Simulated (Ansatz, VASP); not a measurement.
# Bi2Te3: VASP beside Ansatz

POSCAR

```
Bi2Te3
1.0
    2.1957943101      1.2677424361     10.4508714113
   -2.1957943101      1.2677424361     10.4508714113
    0.0000000000     -2.5354848721     10.4508714113
Bi Te
2 3
Direct
    0.6016461472      0.6016461472      0.6016461472
    0.3983538528      0.3983538528      0.3983538528
    0.7864228559      0.7864228559      0.7864228559
    0.2135771441      0.2135771441      0.2135771441
    0.0000000000      0.0000000000      0.0000000000
```

INCAR.step1

```
  PREC = Accurate
  ENCUT = 520
  ISMEAR = 0
  SIGMA = 0.01
  LREAL = F
  LASPH = T
  NELM = 100
  NBANDS = 32
  GGA = PE
  ALGO = Normal
  EDIFF = 1E-4
  LWAVE = T
  LCHARG = F
```

INCAR.step2

```
  PREC = Accurate
  ENCUT = 520
  EDIFF = 1E-6
  ISMEAR = 0
  SIGMA = 0.01
  LREAL = F
  LASPH = T
  NELM = 100
  ALGO = Normal
  ISIF = 2
  LWAVE = F
  LCHARG = F
  METAGGA = R2SCAN
  LMIXTAU = T
  NBANDS = 32
  ISTART = 1
```

File KPOINTS:

```
Automatic mesh
0
Gamma
  8 8 8
```

Input for Ansatz:

```yaml
crystal:
  lattice:
    - [2.1957943101, 1.2677424361, 10.4508714113]
    - [-2.1957943101, 1.2677424361, 10.4508714113]
    - [0.0, -2.5354848721, 10.4508714113]
  atoms:
    - { symbol: Bi, position: [0.6016461472, 0.6016461472, 0.6016461472] }
    - { symbol: Bi, position: [0.3983538528, 0.3983538528, 0.3983538528] }
    - { symbol: Te, position: [0.7864228559, 0.7864228559, 0.7864228559] }
    - { symbol: Te, position: [0.2135771441, 0.2135771441, 0.2135771441] }
    - { symbol: Te, position: [0.0, 0.0, 0.0] }
kpoints:
  mp_grid: { grid: [8, 8, 8] }
  band_path:
    path:
      - [0.0, 0.0, 0.0]
      - [0.5, 0.5, 0.5]
      - [0.823523406, 0.176476594, 0.5]
      - [0.5, -0.176476594, 0.176476594]
      - [0.5, 0.0, 0.0]
      - [0.338238297, -0.338238297, 0.0]
      - [0.661761703, 0.0, 0.338238297]
      - [0.5, 0.0, 0.5]
    npoints: 1
hamiltonian:
  xc: r2scan
scf:
  occupations: { method: fixed }
  n_extra_bands: 5
output:
  forces: true
  stress: true
  eigenvalues: true
```

Alike in both runs: task single point; functional r2SCAN; k mesh 8 × 8 × 8; no spin polarisation.

|  | VASP | Ansatz |
| --- | --- | --- |
| version | VASP 6.6.1 | Ansatz 0.2.0 |
| potentials or method | VASP PAW PBE potentials, release 64 (Bi_d, Te) | plane waves, PAW |
| plane-wave cutoff (eV) | 520 | 500 |
| occupations | gaussian, width 0.01 eV | fixed |
| valence electrons in the cell | 48 | 78 |

Ansatz gave:

```
gap on the k mesh at the Fermi level (eV) : 0.69
pressure (GPa)                            : 0.9
rms of the force components (eV/Å)        : 0.018
```

Task: Which values does VASP return?

Result: gap on the k mesh at the Fermi level (eV): 0.68; pressure (GPa): 0.9; rms of the force components (eV/Å): 0.011.

VASP's potentials were made for PBE, not for r2SCAN. Atom by atom the forces differ by 0.008 eV/Å (rms over components). VASP's potentials hold 48 valence electrons a cell and Ansatz's 78, so a difference there can come from the potentials and not from the codes.

Spin-orbit coupling is off throughout.
